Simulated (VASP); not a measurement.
# Pt (Im-3m) in VASP: further runs, part 2 of 2

VASP 6.6.1.

### 3 Relaxation of cell and atoms, PBE, non-collinear spin, zero start, spin-orbit coupling

This run uses another cell than the first one, of 15.66 Å³/atom, 0.988 times its volume.

INCAR reads:

```
ALGO = Normal
EDIFF = 1E-7
EDIFFG = -0.005
ENCUT = 600
GGA = PE
GGA_COMPAT = F
IBRION = 2
ISIF = 3
ISMEAR = -1
LASPH = T
LCHARG = F
LMAXMIX = 4
LORBIT = 11
LORBMOM = T
LREAL = F
LSORBIT = T
LWAVE = F
MAGMOM = 0 0 0
NELM = 150
NSW = 60
PREC = Accurate
SIGMA = 0.05
```

KPOINTS reads:

```
k-points
0
Gamma
  18 18 18
```

POSCAR reads:

```
Pt
1.0
   -1.5761099088      1.5761099088      1.5761099088
    1.5761099088     -1.5761099088      1.5761099088
    1.5761099088      1.5761099088     -1.5761099088
Pt
1
Direct
    0.0000000000      0.0000000000      0.0000000000
```

Potentials or basis: VASP PAW PBE potentials, release 64 (Pt).

Run with:

```
> cat potpaw_PBE.64/Pt/POTCAR > POTCAR
> mpirun -np 1 vasp_ncl > vasp.out
```

OUTCAR:

```text
EDIFF = 1E-7
   EDIFFG = -0.005
   ENCUT = 600
   GGA = PE
   IBRION = 2
   ISIF = 3
   ISMEAR = -1
   LASPH = T
   LORBIT = 11
   LREAL = F
   LSORBIT = T
   NELM = 150
   NSW = 60
   PREC = Accurate

 ion  position               nearest neighbor table
   1  0.000  0.000  0.000-

  LATTYP: Found a body centered cubic cell.
 ALAT       =     3.1522198176

  Lattice vectors:

 A1 = (  -1.5761099088,   1.5761099088,   1.5761099088)
 A2 = (   1.5761099088,  -1.5761099088,   1.5761099088)
 A3 = (   1.5761099088,   1.5761099088,  -1.5761099088)

Analysis of symmetry for initial positions (statically):
=====================================================================
 Subroutine PRICEL returns:
 Original cell was already a primitive cell.

 Routine SETGRP: Setting up the symmetry group for a
 body centered cubic supercell.

 Subroutine GETGRP returns: Found 48 space group operations
 (whereof 48 operations were pure point group operations)
 out of a pool of 48 trial point group operations.

The static configuration has the point symmetry O_h .

Analysis of symmetry for dynamics (positions and initial velocities):
=====================================================================
 Subroutine PRICEL returns:
 Original cell was already a primitive cell.

 Routine SETGRP: Setting up the symmetry group for a
 body centered cubic supercell.

 Subroutine GETGRP returns: Found 48 space group operations
 (whereof 48 operations were pure point group operations)
 out of a pool of 48 trial point group operations.

The dynamic configuration has the point symmetry O_h .

Analysis of structural, dynamic, and magnetic symmetry:
=====================================================================
 Subroutine PRICEL returns:
 Original cell was already a primitive cell.

 Routine SETGRP: Setting up the symmetry group for a
 body centered cubic supercell.

 Subroutine GETGRP returns: Found 48 space group operations
 (whereof 48 operations were pure point group operations)
 out of a pool of 48 trial point group operations.

The overall configuration has the point symmetry O_h .

[... 203 lines left out ...]
      6       5.8973      1.00000
[... 531 lines left out ...]
 number of electron       9.9999999 magnetization       0.0000000      0.0000000     -0.0000000

 number of electron       9.9999999 magnetization      -0.0000000     -0.0000000      0.0000000

 Free energy of the ion-electron system (eV)
  ---------------------------------------------------
  ext. energy  EPLUGINS =         0.00000000
  ---------------------------------------------------
  free energy    TOTEN  =        -6.39040676 eV

  energy without entropy =       -6.38241534  energy(sigma->0) =       -6.38641105

 E-fermi :  10.2214     XC(G=0): -13.1925

 val. band max:       10.2094796036   @ k =  -0.3889   0.4444   0.0556
 cond. band min:      10.2289176382   @ k =  -0.2778   0.3333   0.1111
 fundamental gap:      0.0194380346
 Fermi energy:        10.2214374931

 k-point     1 :       0.0000    0.0000    0.0000
  band No.  band energies     occupation
      1       0.6836      1.00000
      2       0.6836      1.00000
      3       6.2413      1.00000
      4       6.2413      1.00000
      5       6.2413      1.00000
      6       6.2413      1.00000
[... 523 lines left out ...]
  FREE ENERGIE OF THE ION-ELECTRON SYSTEM (eV)
  ---------------------------------------------------
  free  energy   TOTEN  =        -6.3904067613 eV

  energy  without entropy=       -6.3824153366  energy(sigma->0) =       -6.38641105

 reached required accuracy - stopping structural energy minimisation

 orbital moment (x)

 # of ion     p       d       tot
 ----------------------------------------
  1         0.000  -0.000  -0.000
 ----------------------------------------
            0.000  -0.000  -0.000

 orbital moment (y)

 # of ion     p       d       tot
 ----------------------------------------
  1         0.000  -0.000  -0.000
 ----------------------------------------
            0.000  -0.000  -0.000

 orbital moment (z)

 # of ion     p       d       tot
 ----------------------------------------
  1        -0.000   0.000  -0.000
 ----------------------------------------
           -0.000   0.000  -0.000

 Spin-Orbit-Coupling matrix elements

 Ion:    1  E_soc:     -0.7597566
 l=   1
     0.0000000    -0.0304895    -0.0304895
    -0.0304895     0.0000000    -0.0304895
    -0.0304895    -0.0304895     0.0000000
 l=   2
     0.0000000    -0.0190463     0.0000000    -0.0190463    -0.0770902
    -0.0190463     0.0000000    -0.0578177    -0.0190463    -0.0192726
     0.0000000    -0.0578177     0.0000000    -0.0578177     0.0000000
    -0.0190463    -0.0190463    -0.0578177     0.0000000    -0.0192726
    -0.0770902    -0.0192726     0.0000000    -0.0192726     0.0000000
 l=   3
     0.0000000     0.0000000     0.0000000     0.0000000     0.0000000     0.0000000     0.0000000
     0.0000000     0.0000000     0.0000000     0.0000000     0.0000000     0.0000000     0.0000000
     0.0000000     0.0000000     0.0000000     0.0000000     0.0000000     0.0000000     0.0000000
     0.0000000     0.0000000     0.0000000     0.0000000     0.0000000     0.0000000     0.0000000
     0.0000000     0.0000000     0.0000000     0.0000000     0.0000000     0.0000000     0.0000000
     0.0000000     0.0000000     0.0000000     0.0000000     0.0000000     0.0000000     0.0000000
     0.0000000     0.0000000     0.0000000     0.0000000     0.0000000     0.0000000     0.0000000

 total charge

# of ion       s       p       d       tot
------------------------------------------
    1        0.623   0.553   8.018   9.194

 magnetization (x)

# of ion       s       p       d       tot
------------------------------------------
    1       -0.000   0.000   0.000   0.000

 magnetization (y)

# of ion       s       p       d       tot
------------------------------------------
    1        0.000   0.000   0.000   0.000

 magnetization (z)

# of ion       s       p       d       tot
------------------------------------------
    1        0.000   0.000   0.000   0.000
```

OSZICAR:

```text
N       E                     dE             d eps       ncg     rms          rms(c)
DAV:   1     0.574208636644E+02    0.57421E+02   -0.55322E+03  7052   0.119E+03
DAV:   2    -0.546599875870E+01   -0.62887E+02   -0.59051E+02  7680   0.254E+02
DAV:   3    -0.674612231223E+01   -0.12801E+01   -0.12604E+01  8232   0.350E+01
[... 25 lines left out ...]
DAV:   4    -0.639023238404E+01   -0.10720E-03   -0.16961E-04  7792   0.123E-01    0.266E-01
DAV:   5    -0.639040654939E+01   -0.17417E-03   -0.25818E-04  7422   0.136E-01    0.184E-02
DAV:   6    -0.639040501274E+01    0.15367E-05   -0.61950E-06  7436   0.268E-02    0.465E-03
DAV:   7    -0.639040672175E+01   -0.17090E-05   -0.42425E-07  7502   0.608E-03    0.196E-03
DAV:   8    -0.639040676134E+01   -0.39586E-07   -0.16680E-08  5446   0.110E-03
   3 F= -.63904068E+01 E0= -.63864110E+01  d E =-.156158E-02  mag=     0.0000     0.0000    -0.0000
```

CONTCAR:

```text
Pt
   1.00000000000000
    -1.5822363401015771    1.5822363401015771    1.5822363401015771
     1.5822363401015771   -1.5822363401015771    1.5822363401015771
     1.5822363401015771    1.5822363401015771   -1.5822363401015771
  Pt
     1
Direct
     0.0000000000000000    0.0000000000000000    0.0000000000000000

  0.00000000E+00  0.00000000E+00  0.00000000E+00
```

It took 1.7 min on 1 thread of Intel Xeon 6975P-C (Granite Rapids), shared host; peak memory 0.27 GiB.

What came out:

```
Free energy                                           : -6.3904 eV
Relaxed volume                                        : 15.84 Å³/atom
Relaxed cell                                          : a = 2.741 Å, b = 2.741 Å, c = 2.741 Å, α = 109.47°, β = 109.47°, γ = 109.47°
Space group after relaxing (to 0.05 Å)                : Im-3m (No. 229)
Energy gained by relaxing                             : 1.6 meV/atom
Ionic steps                                           : 3
Pressure after relaxing                               : 0.0 GPa
Net moment                                            : 0.00 μB per cell
Valence electrons inside the program's atomic spheres : Pt 9.19
```

The path:
```
step  energy change (eV)  largest force (eV/Å)  pressure (GPa)  volume (Å³)
   1              0.0000                0.0000            2.80        15.66
   2              0.0071                0.0000           -6.03        16.29
   3             -0.0016                0.0000           -0.01        15.84
```

Final structure:
```xyz
1
Lattice="-1.5822 1.5822 1.5822 1.5822 -1.5822 1.5822 1.5822 1.5822 -1.5822" Properties=species:S:1:pos:R:3 pbc="T T T"
Pt    0.0000    0.0000    0.0000
```

Moments on the atoms (μB; x, y, z):
```
Pt  0.00 0.00 0.00
```
